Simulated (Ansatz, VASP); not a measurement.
**One calculation of Mg6F, two programs**

Contents of INCAR:

```
PREC = Accurate
ENCUT = 520
EDIFF = 1E-6
ISMEAR = 0
SIGMA = 0.1
LREAL = F
LASPH = T
NELM = 80
ALGO = Normal
ISIF = 2
LWAVE = F
LCHARG = F
LDIPOL = T
IDIPOL = 3
DIPOL = 0.5 0.5 0.300
GGA = PE
NBANDS = 18
```

Contents of KPOINTS:

```
Automatic mesh
0
Gamma
  9 4 1
```

File POSCAR:

```
Mg6F
1.0
    3.2034417932      0.0000000000      0.0000000000
   -1.6017208966      7.8153198520      0.0000000000
    0.0000000000      0.0000000000     20.9851131634
Mg F
6 1
Direct
    0.8493879956      0.6987759913      0.1906113143
    0.5210014932      0.0420029864      0.2197581863
    0.1926149907      0.3852299814      0.2489050583
    0.3710660944      0.7414803149      0.3283003664
    0.0426232582      0.0834482649      0.3542380799
    0.7128162912      0.4251093731      0.3805132287
    0.7128162912      0.6751093731      0.3781305872
```

Input for Ansatz:

```yaml
crystal:
  lattice:
    - [3.2034417932, 0.0, 0.0]
    - [-1.6017208966, 7.815319852, 0.0]
    - [0.0, 0.0, 20.9851131634]
  atoms:
    - { symbol: Mg, position: [0.8493879956, 0.6987759913, 0.1906113143] }
    - { symbol: Mg, position: [0.5210014932, 0.0420029864, 0.2197581863] }
    - { symbol: Mg, position: [0.1926149907, 0.3852299814, 0.2489050583] }
    - { symbol: Mg, position: [0.3710660944, 0.7414803149, 0.3283003664] }
    - { symbol: Mg, position: [0.0426232582, 0.0834482649, 0.3542380799] }
    - { symbol: Mg, position: [0.7128162912, 0.4251093731, 0.3805132287] }
    - { symbol: F, position: [0.7128162912, 0.6751093731, 0.3781305872] }
basis:
  ecutwfc: 420
kpoints:
  mp_grid: { grid: [9, 4, 1] }
hamiltonian:
  xc: pbe
scf:
  occupations: { method: gaussian, width: 0.1 }
output:
  forces: true
  eigenvalues: true
efield:
  axis: 3
  dipole_correction: true
  ramp_width: 0.04
```

Alike in both runs: task single point; functional PBE; k mesh 9 × 4 × 1; occupations gaussian, width 0.1 eV; no spin polarisation.

```csv
,VASP,Ansatz
version,VASP 6.6.1,Ansatz 0.2.0
potentials or method,"VASP PAW PBE potentials, release 64 (Mg, F), cutoff 520 eV","scalar-relativistic, plane waves, PAW"
valence electrons in the cell,19,67
```

VASP gave:

| Item | Value |
| --- | --- |
| gap on the k mesh at the Fermi level (eV) | none |
| rms of the force components (eV/Å) | 1.481 |

Problem. Estimate Ansatz's values.

Solution. gap on the k mesh at the Fermi level (eV): none; rms of the force components (eV/Å): 1.439.

Atom by atom the forces differ by 0.043 eV/Å (rms over components). A gap of «none» marks a metal or a gap that the smearing closes. With one functional, cell and mesh, what is left measures potentials, basis and numerics. VASP's potentials hold 19 valence electrons a cell and Ansatz's 67, so a difference there can come from the potentials and not from the codes.
